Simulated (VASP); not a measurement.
Write the native input for VASP 6.6.1 that does the following.

```
Task                   : relaxation of cell and atoms
Functional             : PBEsol
Potentials or basis    : VASP PAW PBE potentials, release 64 (B, P)
Cutoff                 : 600 eV
k mesh                 : 8 × 8 × 8
Occupations            : gaussian, width 0.01 eV
Spin                   : no spin polarisation
Target pressure        : 1 GPa
Dipole correction      : no
Further INCAR settings : ALGO = Normal; EDIFF = 1e-06; IBRION = 2; EDIFFG = -0.002; NSW = 100; ISIF = 3
```

The structure of BP lies in POSCAR:

```
BP
1.0
    0.0000000000      2.2600703551      2.2600703551
    2.2600703551      0.0000000000      2.2600703551
    2.2600703551      2.2600703551      0.0000000000
B P
1 1
Direct
    0.0000000000      0.0000000000      0.0000000000
    0.7500000000      0.7500000000      0.7500000000
```

The input as run:

INCAR

```
PREC = Accurate ; ENCUT = 600
EDIFF = 1E-6 ; ISMEAR = 0
SIGMA = 0.01 ; LREAL = F
LASPH = T ; NELM = 80
ALGO = Normal ; ISIF = 3
LWAVE = F ; LCHARG = F
GGA = PS ; IBRION = 2
NSW = 100 ; EDIFFG = -0.002
PSTRESS = 10.0
```

KPOINTS

```
regular mesh
0
Gamma
  8 8 8
```

Potentials or basis: VASP PAW PBE potentials, release 64 (B, P).

Run with:

```console
$ cat potpaw_PBE.64/B/POTCAR potpaw_PBE.64/P/POTCAR > POTCAR
$ mpirun -np 1 vasp_std > vasp.out
```

It gave:

```
Relaxed volume                                         : 11.49 Å³/atom
Relaxed cell                                           : a = 3.191 Å, b = 3.191 Å, c = 3.191 Å, α = 60.00°, β = 60.00°, γ = 60.00°
Space group after relaxing (to 0.05 Å)                 : F-43m (No. 216)
Energy change on relaxing (the enthalpy is what falls) : +0.2 meV/atom
Ionic steps                                            : 3
Pressure after relaxing                                : 1.0 GPa
Band gap on the k mesh                                 : 1.14 eV, indirect (least direct gap 3.38 eV)
```

Caveat: the cell is relaxed towards a set pressure, so the enthalpy falls and the energy may rise; the PAW data sets were made with another functional, which shifts forces and pressure a little.

Wall time 19 s on 1 thread of Intel Xeon 8259CL, with other jobs on the host, peak memory 0.15 GiB.
